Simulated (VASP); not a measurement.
Input of a VASP 6.6.1 run:

INCAR

```
SYSTEM = PbSe
PREC = Accurate
ENCUT = 520
EDIFF = 1E-6
ISMEAR = 0
SIGMA = 0.01
LREAL = .FALSE.
LASPH = .TRUE.
NELM = 80
ALGO = Normal
ISIF = 2
LWAVE = .FALSE.
LCHARG = .FALSE.
GGA = PE
IVDW = 12
NBANDS = 17
```

The input KPOINTS:

```
regular mesh
0
G
  10 10 10
  0 0 0
```

Contents of POSCAR:

```
PbSe
1.0
    0.0000000000      3.0044895262      3.0044895262
    3.0044895262      0.0000000000      3.0044895262
    3.0044895262      3.0044895262      0.0000000000
Pb Se
1 1
Direct
    0.0000000000      0.0000000000      0.0000000000
    0.5000000000      0.5000000000      0.5000000000
```

Potentials or basis: VASP PAW PBE potentials, release 64 (Pb_d, Se).

Command:

```bash
$ cat potpaw_PBE.64/Pb_d/POTCAR potpaw_PBE.64/Se/POTCAR > POTCAR
$ mpirun -np 1 vasp_std > vasp.out
```

**Question.** Estimate the pressure.

**Answer.** 3.6 GPa.

**Question.** Predict the band gap on the k mesh.

**Answer.** 0.09 eV, direct.

**Question.** Estimate the dispersion energy per atom.

**Answer.** -0.390 eV.

Caveat: spin-orbit coupling is left out, which moves the levels of the heavy elements. A k mesh can miss the band edges.
